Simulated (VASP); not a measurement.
# Zn7CuSe8 (F-43m) in VASP: single point with PBEsol+U

Aim: the single point of Zn7CuSe8 with PBEsol+U.

All numbers are computed with VASP 6.6.1; they aren't measurements. Logs are shortened: lines on timing, memory, paths and dates and some standing lists are left out, and cuts for length are marked.

### 1 The cell of the first run

It takes space group F-43m (No. 216, cubic). Conventional cell: a = 11.335 Å, b = 11.335 Å, c = 11.335 Å, α = 90.00°, β = 90.00°, γ = 90.00°. Cu (site symmetry -43m) has 4 Se at 2.42 Å within 3.2 Å. Within 3.2 Å of Zn (site symmetry 2mm) lie 4 Se at 2.45 to 2.47 Å. Within 3.2 Å of Zn (site symmetry -43m) lie 4 Se at 2.46 Å. Within 3.2 Å of Se (site symmetry 3m) lie 1 Cu at 2.42 Å and 3 Zn at 2.45 Å. Within 3.2 Å of Se (site symmetry 3m) lie 4 Zn at 2.46 to 2.47 Å.

### 2 Single point, PBEsol+U, collinear spin, zero start

INCAR reads:

```
SYSTEM = Zn7CuSe8
PREC     = Accurate       ! precision mode
ENCUT    = 520            ! plane-wave cutoff, eV
EDIFF    = 1E-6           ! SCF threshold, eV
ISMEAR   = 0              ! smearing method
SIGMA    = 0.05           ! smearing width, eV
LREAL    = Auto         
LASPH    = .True.         ! aspherical terms in the spheres
NELM     = 150            ! most SCF steps
ALGO     = Normal         ! electronic algorithm
ISIF     = 2              ! what is computed and relaxed
LWAVE    = .False.        ! write WAVECAR
LCHARG   = .True.         ! write CHGCAR
ISPIN    = 2              ! spin polarisation
MAGMOM   = 0 0 0 0 0 0 0 0 0 0 0 0 0 0 0 0 ! initial moments
LORBIT   = 11             ! projections on sites
LMAXMIX  = 4              ! l up to which the mixer works
LDAU     = .True.         ! DFT+U
LDAUTYPE = 2            
LDAUL    = 2 -1 -1        ! shell
LDAUU    = 7 0 0          ! U, eV
LDAUJ    = 0 0 0        
LDAUPRINT= 1            
GGA      = PS             ! functional
LELF     = .True.         ! ELF
LVHAR    = .True.       
NBANDS   = 90             ! bands
```

KPOINTS reads:

```
Automatic mesh
0
Gamma
  3 3 3
  0 0 0
```

POSCAR reads:

```
Zn7CuSe8
1.0
    0.0000000000      5.6676000000      5.6676000000
    5.6676000000      0.0000000000      5.6676000000
    5.6676000000      5.6676000000      0.0000000000
Cu Zn Se
1 7 8
Direct
    1.0000000000      1.0000000000      0.0000000000
    0.0026788022      0.0026788022      0.4973211978
    0.0026788022      0.4973211978      0.0026788022
    0.0026788022      0.4973211978      0.4973211978
    0.4973211978      0.0026788022      0.0026788022
    0.4973211978      0.0026788022      0.4973211978
    0.4973211978      0.4973211978      0.0026788022
    0.5000000000      0.5000000000      0.5000000000
    0.1230622002      0.1230622002      0.1230622002
    0.1230622002      0.1230622002      0.6308133993
    0.1230622002      0.6308133993      0.1230622002
    0.1243922115      0.6252025962      0.6252025962
    0.6308133993      0.1230622002      0.1230622002
    0.6252025962      0.1243922115      0.6252025962
    0.6252025962      0.6252025962      0.1243922115
    0.6252025962      0.6252025962      0.6252025962
```

Potentials or basis: VASP PAW PBE potentials, release 64 (Cu, Zn, Se).

Started as:

```
$ cat potpaw_PBE.64/Cu/POTCAR potpaw_PBE.64/Zn/POTCAR potpaw_PBE.64/Se/POTCAR > POTCAR
$ mpirun -np 1 vasp_std > vasp.out
```

OUTCAR:

```text
SYSTEM = Zn7CuSe8
   PREC = Accurate
   ENCUT = 520
   EDIFF = 1E-6
   ISMEAR = 0
   LREAL = Auto
   LASPH = .True.
   NELM = 150
   ISIF = 2
   ISPIN = 2
   LORBIT = 11
   GGA = PS

 ion  position               nearest neighbor table
   1  0.000  0.000  0.000-   9 2.42  10 2.42  11 2.42  13 2.42
   2  0.003  0.003  0.497-  10 2.45   9 2.45  12 2.47  14 2.47
   3  0.003  0.497  0.003-  11 2.45   9 2.45  12 2.47  15 2.47
   4  0.003  0.497  0.497-  10 2.45  11 2.45  16 2.47  12 2.47
   5  0.497  0.003  0.003-  13 2.45   9 2.45  14 2.47  15 2.47
   6  0.497  0.003  0.497-  10 2.45  13 2.45  16 2.47  14 2.47
[... 8 lines left out ...]
  15  0.625  0.625  0.124-   8 2.46   5 2.47   3 2.47   7 2.47
  16  0.625  0.625  0.625-   8 2.46   6 2.47   7 2.47   4 2.47

  LATTYP: Found a face centered cubic cell.
 ALAT       =    11.3352000000

  Lattice vectors:

 A1 = (   0.0000000000,   5.6676000000,   5.6676000000)
 A2 = (   5.6676000000,   0.0000000000,   5.6676000000)
 A3 = (   5.6676000000,   5.6676000000,   0.0000000000)

Analysis of symmetry for initial positions (statically):
=====================================================================
 Subroutine PRICEL returns:
 Original cell was already a primitive cell.

 Routine SETGRP: Setting up the symmetry group for a
 face centered cubic supercell.

 Subroutine GETGRP returns: Found 24 space group operations
 (whereof 24 operations were pure point group operations)
 out of a pool of 48 trial point group operations.

The static configuration has the point symmetry T_d .

Analysis of symmetry for dynamics (positions and initial velocities):
=====================================================================
 Subroutine PRICEL returns:
 Original cell was already a primitive cell.

 Routine SETGRP: Setting up the symmetry group for a
 face centered cubic supercell.

 Subroutine GETGRP returns: Found 24 space group operations
 (whereof 24 operations were pure point group operations)
 out of a pool of 48 trial point group operations.

The dynamic configuration has the point symmetry T_d .

Analysis of structural, dynamic, and magnetic symmetry:
=====================================================================
 Subroutine PRICEL returns:
 Original cell was already a primitive cell.

 Routine SETGRP: Setting up the symmetry group for a
 face centered cubic supercell.

 Subroutine GETGRP returns: Found 24 space group operations
 (whereof 24 operations were pure point group operations)
 out of a pool of 48 trial point group operations.

The overall configuration has the point symmetry T_d .
[... 187 lines left out ...]
  ext. energy  EPLUGINS =         0.00000000
  ---------------------------------------------------
  free energy    TOTEN  =       -53.24877301 eV

  energy without entropy =      -53.23334679  energy(sigma->0) =      -53.24105990

 E-fermi :   1.5181     XC(G=0):  -9.5182

 val. band max:        1.3824456321   @ k =  -0.3333   0.3333   0.0000
 cond. band min:       1.5322542086   @ k =   0.3333   0.0000   0.0000
 fundamental gap:      0.1498085766
 Fermi energy:         1.5181074723

 spin component 1

 k-point     1 :       0.0000    0.0000    0.0000
  band No.  band energies     occupation
      1     -11.7082      1.00000
      2     -10.9359      1.00000
      3     -10.9359      1.00000
      4     -10.9359      1.00000
      5     -10.9035      1.00000
      6     -10.6604      1.00000
[... 333 lines left out ...]
     82       6.5387      0.00000
     83       6.5835      0.00000
 Fermi energy:         1.5181074723

 spin component 2

 k-point     1 :       0.0000    0.0000    0.0000
  band No.  band energies     occupation
      1     -11.7082      1.00000
      2     -10.9360      1.00000
      3     -10.9360      1.00000
      4     -10.9360      1.00000
      5     -10.9036      1.00000
      6     -10.6605      1.00000
[... 333 lines left out ...]
     82       6.5386      0.00000
     83       6.5835      0.00000
 [bands above 83 left out]

------------------------ aborting loop because EDIFF is reached ----------------------------------------

  FORCE on cell =-STRESS in cart. coord.  units (eV):
  Direction    XX          YY          ZZ          XY          YZ          ZX
  --------------------------------------------------------------------------------------
  -------------------------------------------------------------------------------------
  Total       -4.3027161     -4.3027161     -4.3027161      0.0000000     -0.0000000      0.0000000
  in kB      -18.9332732    -18.9332732    -18.9332732      0.0000000     -0.0000000      0.0000000
  external PRESSURE =     -18.9332732 kB  Pullay stress =       0.0000000 kB

 VOLUME and BASIS-vectors are now :
 -----------------------------------------------------------------------------
  energy-cutoff  :      520.00
  volume of cell :      364.11
      direct lattice vectors                 reciprocal lattice vectors
     0.000000000  5.667600000  5.667600000    -0.088220764  0.088220764  0.088220764
     5.667600000  0.000000000  5.667600000     0.088220764 -0.088220764  0.088220764
     5.667600000  5.667600000  0.000000000     0.088220764  0.088220764 -0.088220764

 POSITION                                       TOTAL-FORCE (eV/Angst)
 -----------------------------------------------------------------------------------
      0.00000      0.00000      0.00000        -0.000000     -0.000000     -0.000000
      2.83380      2.83380      0.03036        -0.000000     -0.000000      0.004132
      2.83380      0.03036      2.83380        -0.000000      0.004132     -0.000000
      5.63724      2.83380      2.83380        -0.004132     -0.000000     -0.000000
      0.03036      2.83380      2.83380         0.004132     -0.000000     -0.000000
      2.83380      5.63724      2.83380        -0.000000     -0.004132     -0.000000
[... 8 lines left out ...]
      4.24840      4.24840      7.08680        -0.012192     -0.012192      0.012192
      7.08680      7.08680      7.08680         0.012192      0.012192      0.012192
 -----------------------------------------------------------------------------------
    total drift:                                0.000002      0.000002      0.000001

  FREE ENERGIE OF THE ION-ELECTRON SYSTEM (eV)
  ---------------------------------------------------
  free  energy   TOTEN  =       -53.2487730080 eV

  energy  without entropy=      -53.2333467865  energy(sigma->0) =      -53.24105990

 total charge

# of ion       s       p       d       tot
------------------------------------------
    1        0.357   0.316   9.450  10.123
    2        0.540   0.445   9.778  10.763
    3        0.540   0.445   9.778  10.763
    4        0.540   0.445   9.778  10.763
    5        0.540   0.445   9.778  10.763
    6        0.540   0.445   9.778  10.763
[... 8 lines left out ...]
   15        1.440   2.396   0.029   3.865
   16        1.440   2.396   0.029   3.865
--------------------------------------------------
tot         15.670  22.511  78.152 116.333

 magnetization (x)

# of ion       s       p       d       tot
------------------------------------------
    1        0.000  -0.000  -0.000  -0.000
    2        0.000  -0.000  -0.000  -0.000
    3        0.000  -0.000  -0.000  -0.000
    4        0.000  -0.000  -0.000  -0.000
    5        0.000  -0.000  -0.000  -0.000
    6        0.000  -0.000  -0.000  -0.000
[... 8 lines left out ...]
   15       -0.000  -0.000  -0.000  -0.000
   16       -0.000  -0.000  -0.000  -0.000
--------------------------------------------------
tot          0.000  -0.000  -0.000  -0.001
```

Run time: 10 min. Hardware: 1 thread of Intel Xeon Platinum 8259CL at 2.50GHz (Skylake/Cascade Lake), shared host; peak memory 0.74 GiB.

Results:

```
Free energy                                           : -53.2488 eV
Pressure                                              : -1.9 GPa
Largest force                                         : 0.090 eV/Å
Net moment                                            : 0.00 μB per cell
Valence electrons inside the program's atomic spheres : Cu 10.12; Zn 10.76, 10.77 (each value once); Se 3.85, 3.87 (each value once)
```

Forces in eV/Å, atoms in the order of the input:
```
Cu   0.000  0.000  0.000
Zn   0.000  0.000  0.004
Zn   0.000  0.004  0.000
Zn  -0.004  0.000  0.000
Zn   0.004  0.000  0.000
Zn   0.000 -0.004  0.000
Zn   0.000  0.000 -0.004
Zn   0.000  0.000  0.000
Se  -0.052 -0.052 -0.052
Se   0.052  0.052 -0.052
Se   0.052 -0.052  0.052
Se   0.012 -0.012 -0.012
Se  -0.052  0.052  0.052
Se  -0.012  0.012 -0.012
Se  -0.012 -0.012  0.012
Se   0.012  0.012  0.012
```

Eigenvalues of the final occupation matrices:
```csv
site,spin,trace,eigenvalues
site 1 d,1,4.74,0.94 0.94 0.94 0.95 0.95
site 1 d,2,4.74,0.94 0.94 0.94 0.95 0.95
```

Caveat: no moment was typed at the start, so none could form; the PAW data sets were made with another functional, which shifts forces and pressure a little.
